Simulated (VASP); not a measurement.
# YS (Fm-3m) in VASP: further runs

The runs below take YS through density of states, electric field gradients, with LDA.

Everything below comes from runs of VASP 6.6.1. Logs are shortened: lines on timing, memory, paths and dates and some standing lists are left out, and cuts for length are marked.

## (1) The cell of the first run

Symmetry: Fm-3m, No. 225, cubic system. The conventional cell has a = 5.487 Å, b = 5.487 Å, c = 5.487 Å, α = 90.00°, β = 90.00°, γ = 90.00°. Within 3.6 Å of Y (site symmetry m-3m) lie 6 S at 2.74 Å. S (site symmetry m-3m) has 6 Y at 2.74 Å within 3.6 Å.

## (2) Density of states, LDA

Contents of POSCAR:

```
YS
1.0
    0.0000000000      2.7436500000      2.7436500000
    2.7436500000      0.0000000000      2.7436500000
    2.7436500000      2.7436500000      0.0000000000
Y S
1 1
Direct
    0.5000000000      0.5000000000      0.5000000000
    0.0000000000      0.0000000000      0.0000000000
```

Contents of INCAR.step1:

```
PREC     = Accurate       # precision mode
ENCUT    = 520            # plane-wave cutoff, eV
EDIFF    = 1E-6           # SCF threshold, eV
ISMEAR   = -1             # smearing method
SIGMA    = 0.01           # smearing width, eV
LREAL    = F              # projectors in reciprocal space
LASPH    = T              # aspherical terms in the spheres
NELM     = 60             # most SCF steps
ALGO     = Normal         # electronic algorithm
ISIF     = 2              # what is computed and relaxed
LWAVE    = F              # write WAVECAR
LCHARG   = T              # write CHGCAR
LMAXMIX  = 4              # l up to which the mixer works
GGA      = CA             # functional
NBANDS   = 16             # bands
```

Contents of KPOINTS.step1:

```
regular mesh
0
Gamma
  8 8 8
```

Contents of INCAR.step2:

```
PREC     = Accurate       # precision mode
ENCUT    = 520            # plane-wave cutoff, eV
EDIFF    = 1E-6           # SCF threshold, eV
ISMEAR   = -5             # smearing method
SIGMA    = 0.01           # smearing width, eV
LREAL    = F              # projectors in reciprocal space
LASPH    = T              # aspherical terms in the spheres
NELM     = 60             # most SCF steps
ALGO     = Normal         # electronic algorithm
ISIF     = 2              # what is computed and relaxed
LWAVE    = F              # write WAVECAR
LCHARG   = F              # write CHGCAR
LMAXMIX  = 4              # l up to which the mixer works
GGA      = CA             # functional
LORBIT   = 10             # projections on sites
NEDOS    = 1001           # points of the DOS
ICHARG   = 11             # starting density
```

Contents of KPOINTS.step2:

```
regular mesh
0
Gamma
  12 12 12
```

Potentials or basis: VASP PAW LDA potentials, release 64 (Y_sv, S).

Launch:

```sh
> cat potpaw_LDA.64/Y_sv/POTCAR potpaw_LDA.64/S/POTCAR > POTCAR
> cp INCAR.step1 INCAR
> cp KPOINTS.step1 KPOINTS
> mpirun -np 1 vasp_std > vasp.out
> cp INCAR.step2 INCAR
> cp KPOINTS.step2 KPOINTS
> mpirun -np 1 vasp_std > vasp.out
```

OUTCAR:

```text
PREC = Accurate
   ENCUT = 520
   EDIFF = 1E-6
   ISMEAR = -5
   LREAL = F
   LASPH = T
   NELM = 60
   ISIF = 2
   GGA = CA
   LORBIT = 10
   ICHARG = 11

 ion  position               nearest neighbor table
   1  0.500  0.500  0.500-   2 2.74   2 2.74   2 2.74   2 2.74   2 2.74   2 2.74
   2  0.000  0.000  0.000-   1 2.74   1 2.74   1 2.74   1 2.74   1 2.74   1 2.74

  LATTYP: Found a face centered cubic cell.
 ALAT       =     5.4873000000

  Lattice vectors:

 A1 = (   0.0000000000,   2.7436500000,   2.7436500000)
 A2 = (   2.7436500000,   0.0000000000,   2.7436500000)
 A3 = (   2.7436500000,   2.7436500000,   0.0000000000)

Analysis of symmetry for initial positions (statically):
=====================================================================
 Subroutine PRICEL returns:
 Original cell was already a primitive cell.

 Routine SETGRP: Setting up the symmetry group for a
 face centered cubic supercell.

 Subroutine GETGRP returns: Found 48 space group operations
 (whereof 48 operations were pure point group operations)
 out of a pool of 48 trial point group operations.

The static configuration has the point symmetry O_h .

Analysis of symmetry for dynamics (positions and initial velocities):
=====================================================================
 Subroutine PRICEL returns:
 Original cell was already a primitive cell.

 Routine SETGRP: Setting up the symmetry group for a
 face centered cubic supercell.

 Subroutine GETGRP returns: Found 48 space group operations
 (whereof 48 operations were pure point group operations)
 out of a pool of 48 trial point group operations.

The dynamic configuration has the point symmetry O_h .

 Subroutine INISYM returns: Found 48 space group operations
 (whereof 48 operations are pure point group operations),
 and found     1 'primitive' translations

----------------------------------------------------------------------------------------

                                     Primitive cell

  volume of cell :      41.3063

  direct lattice vectors                    reciprocal lattice vectors
     0.000000000  2.743650000  2.743650000    -0.182238988  0.182238988  0.182238988
     2.743650000  0.000000000  2.743650000     0.182238988 -0.182238988  0.182238988
     2.743650000  2.743650000  0.000000000     0.182238988  0.182238988 -0.182238988

  length of vectors
     3.880107040  3.880107040  3.880107040     0.315647187  0.315647187  0.315647187

  position of ions in fractional coordinates (direct lattice)
     0.500000000  0.500000000  0.500000000
     0.000000000  0.000000000  0.000000000

  ion indices of the primitive-cell ions
   primitive index   ion index
                 1           1
                 2           2

----------------------------------------------------------------------------------------

 KPOINTS: regular mesh

Automatic generation of k-mesh.
 Grid dimensions read from file:
 generate k-points for:   12   12   12

 Generating k-lattice:

  Cartesian coordinates                     Fractional coordinates (reciprocal lattice)
    -0.015186582  0.015186582  0.015186582     0.083333333  0.000000000  0.000000000
     0.015186582 -0.015186582  0.015186582     0.000000000  0.083333333  0.000000000
     0.015186582  0.015186582 -0.015186582     0.000000000  0.000000000  0.083333333

  Length of vectors
     0.026303932  0.026303932  0.026303932

  Shift w.r.t. Gamma in fractional coordinates (k-lattice)
     0.000000000  0.000000000  0.000000000

 TETIRR: Found    247 inequivalent tetrahedra from    10368

 Subroutine IBZKPT returns following result:
 ===========================================

 Found     72 irreducible k-points:

 Following reciprocal coordinates:
            Coordinates               Weight
  0.000000  0.000000  0.000000      1.000000
  0.083333  0.000000  0.000000      8.000000
  0.166667  0.000000  0.000000      8.000000
  0.250000  0.000000  0.000000      8.000000
  0.333333  0.000000  0.000000      8.000000
  0.416667  0.000000  0.000000      8.000000
[... 16 lines left out ...]
  0.500000  0.166667  0.000000     24.000000
 -0.416667  0.166667  0.000000     24.000000
 [... further k-points ...]
   k-points           NKPTS =     72   k-points in BZ     NKDIM =     72   number of bands    NBANDS=     12
   number of dos      NEDOS =   1001   number of ions     NIONS =      2
   total plane-waves  NPLWV =  27000
   dimension x,y,z NGX =    30 NGY =   30 NGZ =   30
   dimension x,y,z NGXF=    60 NGYF=   60 NGZF=   60
   ions per type =               1   1
   NGX,Y,Z   is equivalent  to a cutoff of  12.85, 12.85, 12.85 a.u.
   NGXF,Y,Z  is equivalent  to a cutoff of  25.71, 25.71, 25.71 a.u.
 SYSTEM =  unknown system
   PREC   = accura    normal or accurate (medium, high low for compatibility)
   ISTART =      0    job   : 0-new  1-cont  2-samecut
   ICHARG =     11    charge: 1-file 2-atom 10-const
   ISPIN  =      1    spin polarized calculation?
   LNONCOLLINEAR =      F non collinear calculations
   LSORBIT =      F    spin-orbit coupling
   LASPH  =      T    aspherical Exc in radial PAW
   ENCUT  =  520.0 eV  38.22 Ry    6.18 a.u.   7.21  7.21  7.21*2*pi/ulx,y,z
   NELM   =     60;   NELMIN=  2; NELMDL=  0     # of ELM steps
   EDIFF  = 0.1E-05   stopping-criterion for ELM
   LREAL  =      F    real-space projection
   EDIFFG = 0.1E-04   stopping-criterion for IOM
   NSW    =      0    number of steps for IOM
   IBRION =     -1    ionic relax: 0-MD 1-quasi-New 2-CG
   NFREE  =      0    steps in history (QN), initial steepest desc. (CG)
   ISIF   =      2    stress and relaxation
   ISYM   =      2    0-nonsym 1-usesym 2-fastsym
   POTIM  = 0.5000    time-step for ionic-motion
   TEBEG  =    0.0;   TEEND  =   0.0 temperature during run
   PSTRESS=    0.0 pullay stress
   NELECT =      17.0000    total number of electrons
   NUPDOWN=      -1.0000    fix difference up-down
   EMIN   =  10.00;   EMAX   =-10.00  energy-range for DOS
   EFERMI =   0.00;   METHOD = LEGACY
   ISMEAR =    -5;   SIGMA  =   0.01  broadening in eV -4-tet -1-fermi 0-gaus
   EFERMI_NEDOS =   21; number of points for ismear=-14 and -15
   IALGO  =     38    algorithm
   IMIX   =      4    mixing-type and parameters
     AMIX     =   0.40;   BMIX     =  1.00
     AMIX_MAG =   1.60;   BMIX_MAG =  1.00
  volume/ion in A,a.u.               =      20.65       139.37
  Fermi-wavevector in a.u.,A,eV,Ry     =   1.217734  2.301184 20.175754  1.482876
  Thomas-Fermi vector in A             =   2.353044
   LORBIT       =     10    0 simple, 1 ext, 2 COOP (PROOUT), +10 PAW based schemes
   GGA     = CA    functional components
   LHFCALC =     F    Hartree Fock is set to
   AEXX    =    0.0000 exact exchange contribution
   IVDW    =     0    specifies the selected vdW correction
   LEPSILON=     F    determine dielectric tensor
   LRPA    =     F    only Hartree local field effects (RPA)
 non-spin polarized calculation
 Fermi weights with tetrahedron method with Bloechl corrections
  energy-cutoff  :      520.00
  volume of cell :       41.31
 maximum number of plane-waves:      1139
 NGX is ok and might be reduce to    30

 number of electron      16.9999999 magnetization

 Free energy of the ion-electron system (eV)
  ---------------------------------------------------
  ext. energy  EPLUGINS =         0.00000000
  ---------------------------------------------------
  free energy    TOTEN  =       -16.02588405 eV

  energy without entropy =      -16.02588405  energy(sigma->0) =      -16.02588405

 E-fermi :   6.6919     XC(G=0): -10.7858

 val. band max:        6.7815752215   @ k =  -0.1667   0.0833   0.0000
 cond. band min:       6.5986206983   @ k =   0.0833   0.0000   0.0000
 fundamental gap:     -0.1829545232
 Fermi energy:         6.6919279337

 k-point     1 :       0.0000    0.0000    0.0000
  band No.  band energies     occupation
      1     -36.4412      2.00000
      2     -16.5009      2.00000
      3     -16.5009      2.00000
      4     -16.5009      2.00000
      5      -8.3395      2.00000
      6       3.3177      2.00000
      7       3.3177      2.00000
      8       3.3177      2.00000
      9       6.4543      2.00000
     10       6.4543      2.28302
     11       6.4543      2.28302
     12       7.2954      0.00000

 k-point     2 :       0.0833    0.0000    0.0000
  band No.  band energies     occupation
      1     -36.4391      2.00000
      2     -16.5335      2.00000
      3     -16.5032      2.00000
      4     -16.5032      2.00000
      5      -8.2584      2.00000
      6       2.9076      2.00000
      7       3.1049      2.00000
      8       3.1049      2.00000
      9       6.5476      1.99926
     10       6.5986      1.31324
     11       6.5986      0.82220
     12       7.6274      0.00000

 k-point     3 :       0.1667    0.0000    0.0000
  band No.  band energies     occupation
      1     -36.4335      2.00000
      2     -16.6205      2.00000
      3     -16.5094      2.00000
      4     -16.5094      2.00000
      5      -8.0330      2.00000
      6       2.0332      2.00000
      7       2.6414      2.00000
      8       2.6414      2.00000
      9       6.7100      1.44000
     10       6.9789     -0.03017
     11       6.9789      0.00039
     12       8.4875      0.00000
[... 286 lines left out ...]
 k-point    23 :       0.5000    0.1667    0.0000
  band No.  band energies     occupation
      1     -36.4082      2.00000
      2     -16.8910      2.00000
      3     -16.5910      2.00000
      4     -16.5587      2.00000
      5      -7.1886      2.00000
      6       0.0585      2.00000
      7       1.4531      2.00000
      8       1.6925      2.00000
      9       7.2348     -0.04317
     10       9.4353      0.00000
     11       9.6224      0.00000
     12      10.3046      0.00000

 k-point    24 :      -0.4167    0.1667    0.0000
  band No.  band energies     occupation
      1     -36.4077      2.00000
      2     -16.8972      2.00000
      3     -16.6046      2.00000
      4     -16.5489      2.00000
      5      -7.1432      2.00000
      6      -0.0292      2.00000
      7       1.4918      2.00000
      8       1.5456      2.00000
      9       8.0651      0.00000
     10       8.7466      0.00000
     11       9.1628      0.00000
     12      10.5828      0.00000

 [... further k-points ...]
[... 5 lines left out ...]
  --------------------------------------------------------------------------------------
  -------------------------------------------------------------------------------------
  Total       -1.0023492     -1.0023492     -1.0023492      0.0000000      0.0000000      0.0000000
  in kB      -38.8788574    -38.8788574    -38.8788574      0.0000000      0.0000000      0.0000000
  external PRESSURE =     -38.8788574 kB  Pullay stress =       0.0000000 kB

 VOLUME and BASIS-vectors are now :
 -----------------------------------------------------------------------------
  energy-cutoff  :      520.00
  volume of cell :       41.31
      direct lattice vectors                 reciprocal lattice vectors
     0.000000000  2.743650000  2.743650000    -0.182238988  0.182238988  0.182238988
     2.743650000  0.000000000  2.743650000     0.182238988 -0.182238988  0.182238988
     2.743650000  2.743650000  0.000000000     0.182238988  0.182238988 -0.182238988

 POSITION                                       TOTAL-FORCE (eV/Angst)
 -----------------------------------------------------------------------------------
      2.74365      2.74365      2.74365        -0.000000     -0.000000     -0.000000
      0.00000      0.00000      0.00000         0.000000      0.000000      0.000000
 -----------------------------------------------------------------------------------
    total drift:                                0.000000     -0.000000      0.000000

  FREE ENERGIE OF THE ION-ELECTRON SYSTEM (eV)
  ---------------------------------------------------
  free  energy   TOTEN  =       -16.0258840471 eV

  energy  without entropy=      -16.0258840471  energy(sigma->0) =      -16.02588405

 total charge

# of ion       s       p       d       f       tot
--------------------------------------------------
    1        2.153   6.337   1.152   0.064   9.706
    2        1.311   2.460   0.000   0.000   3.771
--------------------------------------------------
tot          3.464   8.797   1.152   0.064  13.477
```

Wall time 88 s (1 thread of Intel Xeon 6975P-C, shared host); peak memory 0.19 GiB.

What came out:

```yaml
Valence_electrons_inside_the_program's_atomic_spheres: Y 9.71; S 3.77
```

Caveat: tetrahedron occupations give inexact forces and stress in metals.

[end of part 1 of 2]
